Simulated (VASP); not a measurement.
# Si (P6_3/mmc) in VASP: notebook

The runs below take Si through single point, with LDA.

Everything below comes from runs of VASP 6.6.1. Logs are shortened: lines on timing, memory, paths and dates and some standing lists are left out, and cuts for length are marked.

### 1 The cell of the first run

Symmetry: P6_3/mmc, No. 194, hexagonal system. The conventional cell has a = 4.029 Å, b = 4.029 Å, c = 5.599 Å, α = 90.00°, β = 90.00°, γ = 120.00°. Within 3.0 Å of Si (site symmetry 3m) lie 4 Si at 2.25 to 2.39 Å.

This isn't the form of Si at room conditions, which is diamond.

### 2 Single point, LDA

Input file INCAR:

```
ALGO     = Normal         # electronic algorithm
EDIFF    = 1E-7           # SCF threshold, eV
ENCUT    = 520            # plane-wave cutoff, eV
GGA      = CA             # functional
ISIF     = 2              # what is computed and relaxed
ISMEAR   = 0              # smearing method
LASPH    = T              # aspherical terms in the spheres
LCHARG   = T              # write CHGCAR
LELF     = T              # ELF
LREAL    = F              # projectors in reciprocal space
LVHAR    = T            
LWAVE    = F              # write WAVECAR
NBANDS   = 16             # bands
NELM     = 80             # most SCF steps
PREC     = Accurate       # precision mode
SIGMA    = 0.03           # smearing width, eV
```

Input file KPOINTS:

```
k-points
0
Gamma
  12 12 6
```

Input file POSCAR:

```
Si
1.0
    4.0291929185      0.0000000000      0.0000000000
   -2.0145964593      3.4893834241      0.0000000000
    0.0000000000      0.0000000000      5.5985635602
Si
4
Direct
    0.3333333333      0.6666666667      0.0487246481
    0.6666666667      0.3333333333      0.5487246481
    0.3333333333      0.6666666667      0.4512753519
    0.6666666667      0.3333333333      0.9512753519
```

Potentials or basis: VASP PAW LDA potentials, release 64 (Si).

Command:

```console
> cat potpaw_LDA.64/Si/POTCAR > POTCAR
> mpirun -np 1 vasp_std > vasp.out
```

OUTCAR:

```text
EDIFF = 1E-7
   ENCUT = 520
   GGA = CA
   ISIF = 2
   ISMEAR = 0
   LASPH = T
   LREAL = F
   NELM = 80
   PREC = Accurate

 ion  position               nearest neighbor table
   1  0.333  0.667  0.049-   3 2.25   4 2.39   4 2.39   4 2.39
   2  0.667  0.333  0.549-   4 2.25   3 2.39   3 2.39   3 2.39
   3  0.333  0.667  0.451-   1 2.25   2 2.39   2 2.39   2 2.39
   4  0.667  0.333  0.951-   2 2.25   1 2.39   1 2.39   1 2.39

  LATTYP: Found a hexagonal cell.
 ALAT       =     4.0291929185
 C/A-ratio  =     1.3895000000

  Lattice vectors:

 A1 = (   4.0291929185,   0.0000000000,   0.0000000000)
 A2 = (  -2.0145964593,   3.4893834241,   0.0000000000)
 A3 = (   0.0000000000,   0.0000000000,   5.5985635602)

Analysis of symmetry for initial positions (statically):
=====================================================================
 Subroutine PRICEL returns:
 Original cell was already a primitive cell.

 Routine SETGRP: Setting up the symmetry group for a
 hexagonal supercell.

 Subroutine GETGRP returns: Found 24 space group operations
 (whereof 12 operations were pure point group operations)
 out of a pool of 24 trial point group operations.

The static configuration has the point symmetry D_3d.
 The point group associated with its full space group is D_6h.

Analysis of symmetry for dynamics (positions and initial velocities):
=====================================================================
 Subroutine PRICEL returns:
 Original cell was already a primitive cell.

 Routine SETGRP: Setting up the symmetry group for a
 hexagonal supercell.

 Subroutine GETGRP returns: Found 24 space group operations
 (whereof 12 operations were pure point group operations)
 out of a pool of 24 trial point group operations.

The dynamic configuration has the point symmetry D_3d.
 The point group associated with its full space group is D_6h.

 Subroutine INISYM returns: Found 24 space group operations
 (whereof 12 operations are pure point group operations),
 and found     1 'primitive' translations

----------------------------------------------------------------------------------------

                                     Primitive cell

  volume of cell :      78.7124

  direct lattice vectors                    reciprocal lattice vectors
     4.029192918  0.000000000  0.000000000     0.248188662  0.143291791  0.000000000
    -2.014596459  3.489383424  0.000000000     0.000000000  0.286583582  0.000000000
     0.000000000  0.000000000  5.598563560     0.000000000  0.000000000  0.178617245

  length of vectors
     4.029192918  4.029192918  5.598563560     0.286583582  0.286583582  0.178617245

  position of ions in fractional coordinates (direct lattice)
     0.333333333  0.666666667  0.048724648
     0.666666667  0.333333333  0.548724648
     0.333333333  0.666666667  0.451275352
     0.666666667  0.333333333  0.951275352

  ion indices of the primitive-cell ions
   primitive index   ion index
                 1           1
                 2           2
                 3           3
                 4           4

----------------------------------------------------------------------------------------

 KPOINTS: k-points

Automatic generation of k-mesh.
 Grid dimensions read from file:
 generate k-points for:   12   12    6

 Generating k-lattice:

  Cartesian coordinates                     Fractional coordinates (reciprocal lattice)
     0.020682389  0.011940983  0.000000000     0.083333333  0.000000000  0.000000000
     0.000000000  0.023881965  0.000000000     0.000000000  0.083333333  0.000000000
     0.000000000  0.000000000  0.029769541     0.000000000  0.000000000  0.166666667

  Length of vectors
     0.023881965  0.023881965  0.029769541

  Shift w.r.t. Gamma in fractional coordinates (k-lattice)
     0.000000000  0.000000000  0.000000000

 Subroutine IBZKPT returns following result:
 ===========================================

 Found     76 irreducible k-points:

 Following reciprocal coordinates:
            Coordinates               Weight
  0.000000  0.000000  0.000000      1.000000
  0.083333  0.000000  0.000000      6.000000
  0.166667  0.000000  0.000000      6.000000
  0.250000  0.000000  0.000000      6.000000
  0.333333  0.000000  0.000000      6.000000
  0.416667 -0.000000  0.000000      6.000000
[... 16 lines left out ...]
  0.250000  0.000000  0.166667     12.000000
  0.333333  0.000000  0.166667     12.000000
 [... further k-points ...]
   k-points           NKPTS =     76   k-points in BZ     NKDIM =     76   number of bands    NBANDS=     16
   number of dos      NEDOS =    301   number of ions     NIONS =      4
   total plane-waves  NPLWV =  37800
   dimension x,y,z NGX =    30 NGY =   30 NGZ =   42
   dimension x,y,z NGXF=    60 NGYF=   60 NGZF=   84
   ions per type =               4
   NGX,Y,Z   is equivalent  to a cutoff of  12.38, 12.38, 12.47 a.u.
   NGXF,Y,Z  is equivalent  to a cutoff of  24.76, 24.76, 24.94 a.u.
 SYSTEM =  unknown system
   PREC   = accura    normal or accurate (medium, high low for compatibility)
   ISTART =      0    job   : 0-new  1-cont  2-samecut
   ICHARG =      2    charge: 1-file 2-atom 10-const
   ISPIN  =      1    spin polarized calculation?
   LNONCOLLINEAR =      F non collinear calculations
   LSORBIT =      F    spin-orbit coupling
   LASPH  =      T    aspherical Exc in radial PAW
   ENCUT  =  520.0 eV  38.22 Ry    6.18 a.u.   7.49  7.49 10.41*2*pi/ulx,y,z
   NELM   =     80;   NELMIN=  2; NELMDL= -5     # of ELM steps
   EDIFF  = 0.1E-06   stopping-criterion for ELM
   LREAL  =      F    real-space projection
   EDIFFG = 0.1E-05   stopping-criterion for IOM
   NSW    =      0    number of steps for IOM
   IBRION =     -1    ionic relax: 0-MD 1-quasi-New 2-CG
   NFREE  =      0    steps in history (QN), initial steepest desc. (CG)
   ISIF   =      2    stress and relaxation
   ISYM   =      2    0-nonsym 1-usesym 2-fastsym
   POTIM  = 0.5000    time-step for ionic-motion
   TEBEG  =    0.0;   TEEND  =   0.0 temperature during run
   PSTRESS=    0.0 pullay stress
   NELECT =      16.0000    total number of electrons
   NUPDOWN=      -1.0000    fix difference up-down
   EMIN   =  10.00;   EMAX   =-10.00  energy-range for DOS
   EFERMI =   0.00;   METHOD = LEGACY
   ISMEAR =     0;   SIGMA  =   0.03  broadening in eV -4-tet -1-fermi 0-gaus
   EFERMI_NEDOS =   21; number of points for ismear=-14 and -15
   IALGO  =     38    algorithm
   IMIX   =      4    mixing-type and parameters
     AMIX     =   0.40;   BMIX     =  1.00
     AMIX_MAG =   1.60;   BMIX_MAG =  1.00
  volume/ion in A,a.u.               =      19.68       132.79
  Fermi-wavevector in a.u.,A,eV,Ry     =   0.962573  1.818999 12.606436  0.926547
  Thomas-Fermi vector in A             =   2.092044
   LORBIT       =      0    0 simple, 1 ext, 2 COOP (PROOUT), +10 PAW based schemes
   GGA     = CA    functional components
   LHFCALC =     F    Hartree Fock is set to
   AEXX    =    0.0000 exact exchange contribution
   IVDW    =     0    specifies the selected vdW correction
   LEPSILON=     F    determine dielectric tensor
   LRPA    =     F    only Hartree local field effects (RPA)
 non-spin polarized calculation
 Gauss-broadening in eV      SIGMA  =   0.03
  energy-cutoff  :      520.00
  volume of cell :       78.71
 maximum number of plane-waves:      2144
 NGX is ok and might be reduce to    30
   NGX = 15   NGY = 15   NGZ = 21

 number of electron      16.0000001 magnetization

 Free energy of the ion-electron system (eV)
  ---------------------------------------------------
  ext. energy  EPLUGINS =         0.00000000
  ---------------------------------------------------
  free energy    TOTEN  =       -22.97605400 eV

  energy without entropy =      -22.97551593  energy(sigma->0) =      -22.97578496

 E-fermi :   5.8106     XC(G=0):  -9.6661

 val. band max:        5.8104104394   @ k =   0.1667   0.0000   0.1667
 cond. band min:       5.8361683602   @ k =   0.3333   0.0000   0.0000
 fundamental gap:      0.0257579208
 Fermi energy:         5.8106472636

 k-point     1 :       0.0000    0.0000    0.0000
  band No.  band energies     occupation
      1      -6.1764      2.00000
      2      -2.7230      2.00000
      3      -0.7839      2.00000
      4       3.6833      2.00000
      5       3.6833      2.00000
      6       4.9823      2.00000
[... 8 lines left out ...]
     15      11.4371      0.00000
     16      11.4371      0.00000

 k-point     2 :       0.0833    0.0000    0.0000
  band No.  band energies     occupation
      1      -6.1049      2.00000
      2      -2.6502      2.00000
      3      -0.7666      2.00000
      4       2.9256      2.00000
      5       3.5473      2.00000
      6       5.5337      2.00000
[... 8 lines left out ...]
     15      11.1529      0.00000
     16      11.3042      0.00000

 k-point     3 :       0.1667    0.0000    0.0000
  band No.  band energies     occupation
      1      -5.8924      2.00000
      2      -2.4337      2.00000
      3      -0.7658      2.00000
      4       1.8948      2.00000
      5       3.2362      2.00000
      6       4.4422      2.00000
[... 8 lines left out ...]
     15      11.1218      0.00000
     16      11.3603      0.00000

 k-point     4 :       0.2500    0.0000    0.0000
  band No.  band energies     occupation
      1      -5.5462      2.00000
      2      -2.0799      2.00000
      3      -0.9812      2.00000
      4       1.2116      2.00000
      5       2.8991      2.00000
      6       3.2863      2.00000
[... 8 lines left out ...]
     15      11.8948      0.00000
     16      12.3873      0.00000
[... 324 lines left out ...]
 k-point    22 :       0.1667    0.0000    0.1667
  band No.  band energies     occupation
      1      -5.7721      2.00000
      2      -3.0812      2.00000
      3      -0.0219      2.00000
      4       2.1140      2.00000
      5       3.3397      2.00000
      6       3.8259      2.00000
[... 8 lines left out ...]
     15      10.9935      0.00000
     16      11.5406      0.00000

 k-point    23 :       0.2500    0.0000    0.1667
  band No.  band energies     occupation
      1      -5.4268      2.00000
      2      -2.7592      2.00000
      3      -0.4111      2.00000
      4       1.6343      2.00000
      5       2.6939      2.00000
      6       3.0038      2.00000
[... 8 lines left out ...]
     15      11.9070      0.00000
     16      12.0757      0.00000

 k-point    24 :       0.3333    0.0000    0.1667
  band No.  band energies     occupation
      1      -4.9682      2.00000
      2      -2.3917      2.00000
      3      -1.0958      2.00000
      4       1.5994      2.00000
      5       1.7445      2.00000
      6       2.7279      2.00000
[... 8 lines left out ...]
     15      12.0944      0.00000
     16      13.3061      0.00000

 [... further k-points ...]

------------------------ aborting loop because EDIFF is reached ----------------------------------------

  FORCE on cell =-STRESS in cart. coord.  units (eV):
  Direction    XX          YY          ZZ          XY          YZ          ZX
  --------------------------------------------------------------------------------------
  -------------------------------------------------------------------------------------
  Total       -4.3869096     -4.3869096      9.7139788      0.0000000      0.0000000      0.0000000
  in kB      -89.2947452    -89.2947452    197.7262669      0.0000000      0.0000000      0.0000000
  external PRESSURE =       6.3789255 kB  Pullay stress =       0.0000000 kB

 VOLUME and BASIS-vectors are now :
 -----------------------------------------------------------------------------
  energy-cutoff  :      520.00
  volume of cell :       78.71
      direct lattice vectors                 reciprocal lattice vectors
     4.029192918  0.000000000  0.000000000     0.248188662  0.143291791  0.000000000
    -2.014596459  3.489383424  0.000000000     0.000000000  0.286583582  0.000000000
     0.000000000  0.000000000  5.598563560     0.000000000  0.000000000  0.178617245

 POSITION                                       TOTAL-FORCE (eV/Angst)
 -----------------------------------------------------------------------------------
     -0.00000      2.32626      0.27279        -0.000000      0.000000     -0.289476
      2.01460      1.16313      3.07207         0.000000     -0.000000     -0.289476
     -0.00000      2.32626      2.52649        -0.000000     -0.000000      0.289476
      2.01460      1.16313      5.32578         0.000000     -0.000000      0.289476
 -----------------------------------------------------------------------------------
    total drift:                               -0.000000     -0.000000     -0.000000

  FREE ENERGIE OF THE ION-ELECTRON SYSTEM (eV)
  ---------------------------------------------------
  free  energy   TOTEN  =       -22.9760539985 eV

  energy  without entropy=      -22.9755159292  energy(sigma->0) =      -22.97578496
```

It took 2.4 min on 1 thread of Intel Xeon 8259CL, shared host; peak memory 0.19 GiB.

What came out:

| Item | Value |
| --- | --- |
| Free energy | -22.9761 eV |
| Pressure | 0.6 GPa |
| Largest force | 0.289 eV/Å |
| Band gap on the k mesh | zero (bands 8 and 9 overlap by 0.60 eV) |

Forces on the atoms (eV/Å):
```
Si   0.000  0.000 -0.289
Si   0.000  0.000 -0.289
Si   0.000  0.000  0.289
Si   0.000  0.000  0.289
```

Caveat: semilocal functionals underestimate gaps, so a narrow gap can read as zero.

(Part 1 of 3 ends here.)
